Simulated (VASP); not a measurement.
Input of a VASP 6.6.1 run:

File INCAR:

```
PREC = Accurate ; ENCUT = 520
EDIFF = 1E-6 ; ISMEAR = 0
SIGMA = 0.1 ; LREAL = F
LASPH = T ; NELM = 60
ALGO = Normal ; ISIF = 2
LWAVE = F ; LCHARG = T
GGA = PE ; LELF = T
LVHAR = T ; NBANDS = 18
```

Contents of KPOINTS:

```
Automatic mesh
0
Gamma
  4 4 3
```

File POSCAR:

```
CuAu
1.0
    2.8000000000      0.0000000000      0.0000000000
    0.0000000000      2.8000000000      0.0000000000
    0.0000000000      0.0000000000      3.6700000000
Cu Au
1 1
Direct
    0.5000000000      0.5000000000      0.5000000000
    0.0000000000      0.0000000000      0.0000000000
```

Potentials or basis: VASP PAW PBE potentials, release 64 (Cu, Au).

Run with:

```sh
$ cat potpaw_PBE.64/Cu/POTCAR potpaw_PBE.64/Au/POTCAR > POTCAR
$ mpirun -np 1 vasp_std > vasp.out
```

Q: What does it give for the pressure?

A: 7.5 GPa.

Q: What does it give for the band gap on the k mesh?

A: Zero (band 11 reaches 12.71 eV, above the bottom of band 12 at 7.00 eV).

Stress tensor (GPa, compression positive):
```
9.71 0.00 0.00
0.00 9.71 0.00
0.00 0.00 3.23
```

Caveat: the k points lie up to 0.57 Å⁻¹ apart; spin-orbit coupling is left out, which moves the levels of the heavy elements.
